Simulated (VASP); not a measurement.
# CuAu (P4/mmm) in VASP: a series of runs

Runs on CuAu. Level: PBEsol. Tasks: single point, relaxation of shape and atoms at fixed volume.

Program: VASP 6.6.1. These are calculated values, not measurements. Logs are shortened: lines on timing, memory, paths and dates and some standing lists are left out, and cuts for length are marked.

## (1) The cell of the first run

The structure is tetragonal, space group P4/mmm (No. 123). The conventional cell has a = 2.862 Å, b = 2.862 Å, c = 3.573 Å, α = 90.00°, β = 90.00°, γ = 90.00°. Within 3.6 Å of Cu (site symmetry 4/mmm) lie 8 Au at 2.70 Å and 6 Cu at 2.86 to 3.57 Å. Au (site symmetry 4/mmm) has 8 Cu at 2.70 Å and 6 Au at 2.86 to 3.57 Å within 3.6 Å.

## (2) Single point, PBEsol (14.64 Å³/atom)

INCAR

```
SYSTEM = CuAu
PREC = Accurate ; ENCUT = 520
EDIFF = 1E-6 ; ISMEAR = 0
SIGMA = 0.1 ; LREAL = .FALSE.
LASPH = .TRUE. ; NELM = 80
ALGO = Normal ; ISIF = 2
LWAVE = .FALSE. ; LCHARG = .FALSE.
GGA = PS ; NBANDS = 18
```

KPOINTS

```
regular mesh
0
G
  14 14 12
  0 0 0
```

POSCAR

```
CuAu
1.0
    2.8623338480      0.0000000000      0.0000000000
    0.0000000000      2.8623338480      0.0000000000
    0.0000000000      0.0000000000      3.5733751953
Cu Au
1 1
Direct
    0.5000000000      0.5000000000      0.5000000000
    0.0000000000      0.0000000000      0.0000000000
```

Potentials or basis: VASP PAW PBE potentials, release 64 (Cu, Au).

The run is started by

```console
> cat potpaw_PBE.64/Cu/POTCAR potpaw_PBE.64/Au/POTCAR > POTCAR
> mpirun -np 1 vasp_std > vasp.out
```

OUTCAR:

```text
SYSTEM = CuAu
   PREC = Accurate
   ENCUT = 520
   EDIFF = 1E-6
   ISMEAR = 0
   LREAL = .FALSE.
   LASPH = .TRUE.
   NELM = 80
   ISIF = 2
   GGA = PS

 ion  position               nearest neighbor table
   1  0.500  0.500  0.500-   2 2.70   2 2.70   2 2.70   2 2.70   2 2.70   2 2.70   2 2.70   2 2.70

   2  0.000  0.000  0.000-   1 2.70   1 2.70   1 2.70   1 2.70   1 2.70   1 2.70   1 2.70   1 2.70

  LATTYP: Found a simple tetragonal cell.
 ALAT       =     2.8623338480
 C/A-ratio  =     1.2484131429

  Lattice vectors:

 A1 = (   2.8623338480,   0.0000000000,   0.0000000000)
 A2 = (   0.0000000000,   2.8623338480,   0.0000000000)
 A3 = (   0.0000000000,   0.0000000000,   3.5733751953)

Analysis of symmetry for initial positions (statically):
=====================================================================
 Subroutine PRICEL returns:
 Original cell was already a primitive cell.

 Routine SETGRP: Setting up the symmetry group for a
 simple tetragonal supercell.

 Subroutine GETGRP returns: Found 16 space group operations
 (whereof 16 operations were pure point group operations)
 out of a pool of 16 trial point group operations.

The static configuration has the point symmetry D_4h.

Analysis of symmetry for dynamics (positions and initial velocities):
=====================================================================
 Subroutine PRICEL returns:
 Original cell was already a primitive cell.

 Routine SETGRP: Setting up the symmetry group for a
 simple tetragonal supercell.

 Subroutine GETGRP returns: Found 16 space group operations
 (whereof 16 operations were pure point group operations)
 out of a pool of 16 trial point group operations.

The dynamic configuration has the point symmetry D_4h.

 Subroutine INISYM returns: Found 16 space group operations
 (whereof 16 operations are pure point group operations),
 and found     1 'primitive' translations

----------------------------------------------------------------------------------------

                                     Primitive cell

  volume of cell :      29.2765

  direct lattice vectors                    reciprocal lattice vectors
     2.862333848  0.000000000  0.000000000     0.349365257  0.000000000  0.000000000
     0.000000000  2.862333848  0.000000000     0.000000000  0.349365257  0.000000000
     0.000000000  0.000000000  3.573375195     0.000000000  0.000000000  0.279847468

  length of vectors
     2.862333848  2.862333848  3.573375195     0.349365257  0.349365257  0.279847468

  position of ions in fractional coordinates (direct lattice)
     0.500000000  0.500000000  0.500000000
     0.000000000  0.000000000  0.000000000

  ion indices of the primitive-cell ions
   primitive index   ion index
                 1           1
                 2           2

----------------------------------------------------------------------------------------

 KPOINTS: regular mesh

Automatic generation of k-mesh.
 Grid dimensions read from file:
 generate k-points for:   14   14   12

 Generating k-lattice:

  Cartesian coordinates                     Fractional coordinates (reciprocal lattice)
     0.024954661  0.000000000  0.000000000     0.071428571  0.000000000  0.000000000
     0.000000000  0.024954661  0.000000000     0.000000000  0.071428571  0.000000000
     0.000000000  0.000000000  0.023320622     0.000000000  0.000000000  0.083333333

  Length of vectors
     0.024954661  0.024954661  0.023320622

  Shift w.r.t. Gamma in fractional coordinates (k-lattice)
     0.000000000  0.000000000  0.000000000

 Subroutine IBZKPT returns following result:
 ===========================================

 Found    252 irreducible k-points:

 Following reciprocal coordinates:
            Coordinates               Weight
  0.000000  0.000000  0.000000      1.000000
  0.071429  0.000000  0.000000      4.000000
  0.142857  0.000000  0.000000      4.000000
  0.214286  0.000000  0.000000      4.000000
  0.285714  0.000000  0.000000      4.000000
  0.357143  0.000000  0.000000      4.000000
[... 16 lines left out ...]
  0.285714  0.214286  0.000000      8.000000
  0.357143  0.214286  0.000000      8.000000
 [... further k-points ...]
   k-points           NKPTS =    252   k-points in BZ     NKDIM =    252   number of bands    NBANDS=     18
   number of dos      NEDOS =    301   number of ions     NIONS =      2
   total plane-waves  NPLWV =  16128
   dimension x,y,z NGX =    24 NGY =   24 NGZ =   28
   dimension x,y,z NGXF=    48 NGYF=   48 NGZF=   56
   ions per type =               1   1
   NGX,Y,Z   is equivalent  to a cutoff of  13.94, 13.94, 13.03 a.u.
   NGXF,Y,Z  is equivalent  to a cutoff of  27.88, 27.88, 26.05 a.u.
 SYSTEM =  CuAu
   PREC   = accura    normal or accurate (medium, high low for compatibility)
   ISTART =      0    job   : 0-new  1-cont  2-samecut
   ICHARG =      2    charge: 1-file 2-atom 10-const
   ISPIN  =      1    spin polarized calculation?
   LNONCOLLINEAR =      F non collinear calculations
   LSORBIT =      F    spin-orbit coupling
   LASPH  =      T    aspherical Exc in radial PAW
   ENCUT  =  520.0 eV  38.22 Ry    6.18 a.u.   5.32  5.32  6.64*2*pi/ulx,y,z
   NELM   =     80;   NELMIN=  2; NELMDL= -5     # of ELM steps
   EDIFF  = 0.1E-05   stopping-criterion for ELM
   LREAL  =      F    real-space projection
   EDIFFG = 0.1E-04   stopping-criterion for IOM
   NSW    =      0    number of steps for IOM
   IBRION =     -1    ionic relax: 0-MD 1-quasi-New 2-CG
   NFREE  =      0    steps in history (QN), initial steepest desc. (CG)
   ISIF   =      2    stress and relaxation
   ISYM   =      2    0-nonsym 1-usesym 2-fastsym
   POTIM  = 0.5000    time-step for ionic-motion
   TEBEG  =    0.0;   TEEND  =   0.0 temperature during run
   PSTRESS=    0.0 pullay stress
   NELECT =      22.0000    total number of electrons
   NUPDOWN=      -1.0000    fix difference up-down
   EMIN   =  10.00;   EMAX   =-10.00  energy-range for DOS
   EFERMI =   0.00;   METHOD = LEGACY
   ISMEAR =     0;   SIGMA  =   0.10  broadening in eV -4-tet -1-fermi 0-gaus
   EFERMI_NEDOS =   21; number of points for ismear=-14 and -15
   IALGO  =     38    algorithm
   IMIX   =      4    mixing-type and parameters
     AMIX     =   0.40;   BMIX     =  1.00
     AMIX_MAG =   1.60;   BMIX_MAG =  1.00
  volume/ion in A,a.u.               =      14.64        98.78
  Fermi-wavevector in a.u.,A,eV,Ry     =   1.488365  2.812601 30.140022  2.215229
  Thomas-Fermi vector in A             =   2.601409
   LORBIT       =      0    0 simple, 1 ext, 2 COOP (PROOUT), +10 PAW based schemes
   GGA     = PS    functional components
   LHFCALC =     F    Hartree Fock is set to
   AEXX    =    0.0000 exact exchange contribution
   IVDW    =     0    specifies the selected vdW correction
   LEPSILON=     F    determine dielectric tensor
   LRPA    =     F    only Hartree local field effects (RPA)
 non-spin polarized calculation
 Gauss-broadening in eV      SIGMA  =   0.10
  energy-cutoff  :      520.00
  volume of cell :       29.28
 maximum number of plane-waves:       808
 NGX is ok and might be reduce to    24
   NGX = 11   NGY = 11   NGZ = 13

 number of electron      21.9999979 magnetization

 Free energy of the ion-electron system (eV)
  ---------------------------------------------------
  ext. energy  EPLUGINS =         0.00000000
  ---------------------------------------------------
  free energy    TOTEN  =        -8.34937582 eV

  energy without entropy =       -8.34736928  energy(sigma->0) =       -8.34837255

 E-fermi :   8.4439     XC(G=0): -12.8032

 val. band max:        8.4420105205   @ k =   0.3571   0.1429   0.5000
 cond. band min:       8.4694450953   @ k =   0.2857   0.2857   0.5000
 fundamental gap:      0.0274345748
 Fermi energy:         8.4439333996

 k-point     1 :       0.0000    0.0000    0.0000
  band No.  band energies     occupation
      1      -1.2976      2.00000
      2       2.0056      2.00000
      3       2.1247      2.00000
      4       4.3755      2.00000
      5       4.3755      2.00000
      6       5.3104      2.00000
[... 10 lines left out ...]
     17      24.6892      0.00000
     18      26.0302      0.00000

 k-point     2 :       0.0714    0.0000    0.0000
  band No.  band energies     occupation
      1      -1.1834      2.00000
      2       2.0621      2.00000
      3       2.1861      2.00000
      4       4.3179      2.00000
      5       4.4031      2.00000
      6       5.2670      2.00000
[... 10 lines left out ...]
     17      25.5208      0.00000
     18      26.0832      0.00000

 k-point     3 :       0.1429    0.0000    0.0000
  band No.  band energies     occupation
      1      -0.8502      2.00000
      2       2.1891      2.00000
      3       2.4003      2.00000
      4       4.1521      2.00000
      5       4.4837      2.00000
      6       5.1424      2.00000
[... 10 lines left out ...]
     17      26.0745      0.00000
     18      27.6009      0.00000

 k-point     4 :       0.2143    0.0000    0.0000
  band No.  band energies     occupation
      1      -0.3284      2.00000
      2       2.3573      2.00000
      3       2.7569      2.00000
      4       3.9047      2.00000
      5       4.6108      2.00000
      6       4.9559      2.00000
[... 375 lines left out ...]
      4       3.7020      2.00000
      5       4.0982      2.00000
      6       4.4755      2.00000
[... 10 lines left out ...]
     17      25.5099      0.00000
     18      25.5361      0.00000

 k-point    23 :       0.2857    0.2143    0.0000
  band No.  band energies     occupation
      1       1.1546      2.00000
      2       2.9658      2.00000
      3       3.4351      2.00000
      4       3.4730      2.00000
      5       3.9298      2.00000
      6       4.4491      2.00000
[... 10 lines left out ...]
     17      24.0936      0.00000
     18      24.1358      0.00000

 k-point    24 :       0.3571    0.2143    0.0000
  band No.  band energies     occupation
      1       1.7187      2.00000
      2       2.9536      2.00000
      3       3.2248      2.00000
      4       3.5569      2.00000
      5       3.8417      2.00000
      6       4.8303      2.00000
[... 10 lines left out ...]
     17      22.6208      0.00000
     18      22.9859      0.00000

 [... further k-points ...]

------------------------ aborting loop because EDIFF is reached ----------------------------------------

  FORCE on cell =-STRESS in cart. coord.  units (eV):
  Direction    XX          YY          ZZ          XY          YZ          ZX
  --------------------------------------------------------------------------------------
  -------------------------------------------------------------------------------------
  Total       -0.8608938     -0.8608938     -0.8320999      0.0000000     -0.0000000      0.0000000
  in kB      -47.1130203    -47.1130203    -45.5372547      0.0000000     -0.0000000      0.0000000
  external PRESSURE =     -46.5877651 kB  Pullay stress =       0.0000000 kB

 VOLUME and BASIS-vectors are now :
 -----------------------------------------------------------------------------
  energy-cutoff  :      520.00
  volume of cell :       29.28
      direct lattice vectors                 reciprocal lattice vectors
     2.862333848  0.000000000  0.000000000     0.349365257  0.000000000  0.000000000
     0.000000000  2.862333848  0.000000000     0.000000000  0.349365257  0.000000000
     0.000000000  0.000000000  3.573375195     0.000000000  0.000000000  0.279847468

 POSITION                                       TOTAL-FORCE (eV/Angst)
 -----------------------------------------------------------------------------------
      1.43117      1.43117      1.78669         0.000000      0.000000      0.000000
      0.00000      0.00000      0.00000         0.000000      0.000000      0.000000
 -----------------------------------------------------------------------------------
    total drift:                                0.000000      0.000000     -0.000000

  FREE ENERGIE OF THE ION-ELECTRON SYSTEM (eV)
  ---------------------------------------------------
  free  energy   TOTEN  =        -8.3493758204 eV

  energy  without entropy=       -8.3473692828  energy(sigma->0) =       -8.34837255
```

Run time: 92 s. Hardware: 1 thread of Intel Xeon Platinum 8259CL at 2.50GHz (Skylake/Cascade Lake), shared host; peak memory 0.26 GiB.

Results:

```yaml
Free_energy: -8.3494 eV
Pressure: -4.7 GPa
Band_gap_on_the_k_mesh: zero (bands 11 and 12 overlap by 7.12 eV)
```

Stress tensor (GPa, compression positive):
```
-4.71  0.00  0.00
 0.00 -4.71  0.00
 0.00  0.00 -4.55
```

Caveat: the cell stands under tension; the PAW data sets were made with another functional, which shifts forces and pressure a little; spin-orbit coupling is left out, which moves the levels of the heavy elements.

## (3) Relaxation of shape and atoms at fixed volume, PBEsol (12.51 Å³/atom)

This run uses another cell than the first one, of 12.51 Å³/atom.

INCAR

```
SYSTEM = CuAu
PREC = Accurate
ENCUT = 600
EDIFF = 1E-6
ISMEAR = 0
SIGMA = 0.1
LREAL = .False.
LASPH = .True.
NELM = 100
ALGO = Fast
ISIF = 4
LWAVE = .False.
LCHARG = .False.
GGA = PS
IBRION = 2
NSW = 50
EDIFFG = -0.01
```

KPOINTS

```
regular mesh
0
Gamma
  14 14 12
  0 0 0
```

POSCAR

```
CuAu
1.0
    2.7423186172      0.0000000000      0.0000000000
    0.0000000000      2.7423186172      0.0000000000
    0.0000000000      0.0000000000      3.3260503119
Cu Au
1 1
Direct
    0.5000000000      0.5000000000      0.5000000000
    0.0000000000      0.0000000000      0.0000000000
```

Potentials or basis: VASP PAW PBE potentials, release 64 (Cu, Au).

The run is started by

```console
> cat potpaw_PBE.64/Cu/POTCAR potpaw_PBE.64/Au/POTCAR > POTCAR
> mpirun -np 1 vasp_std > vasp.out
```

Wall time 4 min (1 thread of Intel Xeon Platinum 8259CL at 2.50GHz (Skylake/Cascade Lake), shared host); peak memory 0.26 GiB.

The run converged. Its results:

```yaml
Free_energy: -8.0719 eV
Energy_gained_by_relaxing: 0.0 meV/atom
Ionic_steps: 3
Pressure_after_relaxing: 30.6 GPa
Band_gap_on_the_k_mesh: zero (bands 11 and 12 overlap by 8.04 eV)
```

Stress tensor (GPa, compression positive):
```
30.62  0.00  0.00
 0.00 30.62  0.00
 0.00  0.00 30.46
```

Final structure:
```
Cu Au
1.0
     2.74523    0.00000    0.00000
     0.00000    2.74523    0.00000
     0.00000    0.00000    3.31901
Cu Au
1 1
Direct
  0.50000 0.50000 0.50000
  0.00000 0.00000 0.00000
```

Levels at points of the mesh, in eV from the Fermi level:
```tsv
k point	band 8	band 9	band 10	band 11	band 12	band 13	band 14	band 15
(0.00, 0.00, 0.00)	-2.36	-1.84	-1.58	-1.58	3.23	9.51	9.51	11.18
(0.50, 0.00, 0.00)	-3.58	-3.00	-2.72	-1.25	-0.32	11.02	11.39	13.51
(0.50, 0.50, 0.00)	-1.88	-1.38	-1.38	-0.27	-0.27	5.42	7.67	11.31
(0.00, 0.00, 0.50)	-3.17	-2.94	-2.94	-2.60	-2.48	14.32	15.25	15.25
(0.50, 0.00, 0.50)	-2.12	-1.68	-1.64	-1.64	-1.53	3.38	5.68	15.69
(0.50, 0.50, 0.50)	-2.51	-2.04	-1.87	5.56	5.92	5.92	6.86	6.95
```

Caveat: the PAW data sets were made with another functional, which shifts forces and pressure a little; spin-orbit coupling is left out, which moves the levels of the heavy elements.
